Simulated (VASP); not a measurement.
Input of a VASP 6.6.1 run:

File INCAR:

```
PREC = Accurate
ENCUT = 520
EDIFF = 1E-6
ISMEAR = 1
SIGMA = 0.1
LREAL = False
LASPH = True
NELM = 60
ALGO = Normal
ISIF = 2
LWAVE = False
LCHARG = False
NBANDS = 34
```

The input KPOINTS:

```
regular mesh
0
Gamma
  6 6 6
```

Contents of POSCAR:

```
TiNb3
1.0
    4.0982972432      0.0000000000      0.0000000000
    0.0000000000      4.0982972432      0.0000000000
    0.0000000000      0.0000000000      4.0982972432
Ti Nb
1 3
Direct
    0.0000000000      0.0000000000      0.0000000000
    0.0000000000      0.5000000000      0.5000000000
    0.5000000000      0.0000000000      0.5000000000
    0.5000000000      0.5000000000      0.0000000000
```

Potentials or basis: VASP PAW LDA potentials, release 64 (Ti_sv, Nb_sv).

The run is started by

```console
$ cat potpaw_LDA.64/Ti_sv/POTCAR potpaw_LDA.64/Nb_sv/POTCAR > POTCAR
$ mpirun -np 1 vasp_std > vasp.out
```

(1) Estimate the pressure.

## Answers

(1) -0.1 GPa.
